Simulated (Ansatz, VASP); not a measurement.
## One calculation of LaO4, two programs

Contents of INCAR:

```
PREC     = Accurate       # precision mode
ENCUT    = 520            # plane-wave cutoff, eV
EDIFF    = 1E-6           # SCF threshold, eV
ISMEAR   = 0              # smearing method
SIGMA    = 0.1            # smearing width, eV
LREAL    = False          # projectors in reciprocal space
LASPH    = True           # aspherical terms in the spheres
NELM     = 60             # most SCF steps
ALGO     = Normal         # electronic algorithm
ISIF     = 2              # what is computed and relaxed
LWAVE    = False          # write WAVECAR
LCHARG   = False          # write CHGCAR
GGA      = PE             # functional
NBANDS   = 26             # bands
```

File KPOINTS:

```
Automatic mesh
0
Gamma
  6 6 4
```

POSCAR

```
LaO4
1.0
    4.1158550500      0.0000000000      0.0000000000
   -2.0579275300      3.5644350300      0.0000000000
    0.0000000000      0.0000000000      4.8176850300
La O
1 4
Direct
    0.0000000000      0.0000000000      0.5000000000
    0.3333333300      0.6666666700      0.1938678200
    0.3333333300      0.6666666700      0.8061321800
    0.6666666700      0.3333333300      0.8061321800
    0.6666666700      0.3333333300      0.1938678200
```

Input for Ansatz:

```yaml
crystal:
  lattice:
    - [4.11585505, 0.0, 0.0]
    - [-2.05792753, 3.56443503, 0.0]
    - [0.0, 0.0, 4.81768503]
  atoms:
    - { symbol: La, position: [0.0, 0.0, 0.5] }
    - { symbol: O, position: [0.33333333, 0.66666667, 0.19386782] }
    - { symbol: O, position: [0.33333333, 0.66666667, 0.80613218] }
    - { symbol: O, position: [0.66666667, 0.33333333, 0.80613218] }
    - { symbol: O, position: [0.66666667, 0.33333333, 0.19386782] }
basis:
  ecutwfc: 420
kpoints:
  mp_grid: { grid: [6, 6, 4] }
hamiltonian:
  xc: pbe
scf:
  occupations: { method: gaussian, width: 0.1 }
  lower_state_search: "off"
output:
  forces: true
  stress: true
  eigenvalues: true
```

Alike in both runs: task single point; functional PBE; k mesh 6 × 6 × 4; occupations gaussian, width 0.1 eV; no spin polarisation.

|  | VASP | Ansatz |
| --- | --- | --- |
| version | VASP 6.6.1 | Ansatz 0.2.0 |
| potentials or method | VASP PAW PBE potentials, release 64 (La, O), cutoff 520 eV | scalar-relativistic, plane waves, PAW |
| valence electrons in the cell | 35 | 35 |

```csv
,VASP,Ansatz,Ansatz less VASP
gap on the k mesh at the Fermi level (eV),none,none,-
pressure (GPa),-14.0,-13.9,+0.17
"traceless stress, the component that is largest in VASP (GPa)",-29.06,-29.23,-0.170
rms of the force components (eV/Å),0.620,0.635,+0.0144
```

Atom by atom the forces differ by 0.014 eV/Å (rms over components). A gap of «none» marks a metal or a gap that the smearing closes.

Neither program's run includes spin-orbit coupling.
